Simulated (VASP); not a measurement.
Zr3MoS: single point with PBE

Crystal: Zr3MoS.

```
Zr Mo S
1.0
     3.48130    0.00000    0.00000
     0.00000    3.48130    0.00000
     0.00000    0.00000    8.37204
Zr Mo S
3 1 1
Direct
  0.00000 0.00000 0.32542
  0.00000 0.00000 0.69409
  0.50000 0.50000 0.94847
  0.50000 0.50000 0.51087
  0.00000 0.00000 0.02116
```

- Program: VASP 6.6.1
- Task: single point
- Functional: PBE
- Potentials or basis: VASP PAW PBE potentials, release 64 (Zr_sv, Mo_sv, S)
- Cutoff: 520 eV
- k mesh: 12 × 12 × 6
- Occupations: gaussian, width 0.1 eV
- Spin: no spin polarisation
- Dipole correction: no
- Further INCAR settings: ALGO = Normal; EDIFF = 1e-07; NBANDS = 36

```yaml
Pressure: 0.1 GPa
Largest_force: 0.016 eV/Å
Band_gap_on_the_k_mesh: zero (bands 28 and 29 overlap by 0.67 eV)
```

Forces on the atoms (eV/Å):
```
Zr   0.000  0.000  0.010
Zr   0.000  0.000  0.016
Zr   0.000  0.000 -0.012
Mo   0.000  0.000 -0.013
S    0.000  0.000 -0.001
```

Levels at points of the mesh, in eV from the Fermi level:
```
           k point  band 24  band 25  band 26  band 27  band 28  band 29  band 30  band 31  band 32  band 33
(0.00, 0.00, 0.00)    -2.24    -2.22    -0.11     0.08     0.23     0.23     0.90     0.94     0.94     1.49
(0.50, 0.00, 0.00)    -1.46    -1.11    -0.97    -0.83    -0.02     1.20     1.23     1.44     2.12     2.17
(0.50, 0.50, 0.00)    -1.47    -0.99    -0.99    -0.84    -0.03    -0.03     2.07     2.31     2.41     2.46
(0.00, 0.00, 0.50)    -2.47    -2.30     0.10     0.19     0.29     0.29     0.72     0.72     0.86     2.09
(0.50, 0.00, 0.50)    -1.27    -1.22    -0.91    -0.71     0.18     0.82     0.93     1.53     2.34     2.45
(0.50, 0.50, 0.50)    -1.58    -1.39    -1.01    -1.01     0.27     0.27     2.16     2.31     2.51     2.51
```

Run time: 3.4 min on 1 thread of Intel(R) Xeon(R) 6975P-C (Granite Rapids), with other jobs on the host, peak memory 0.48 GiB.
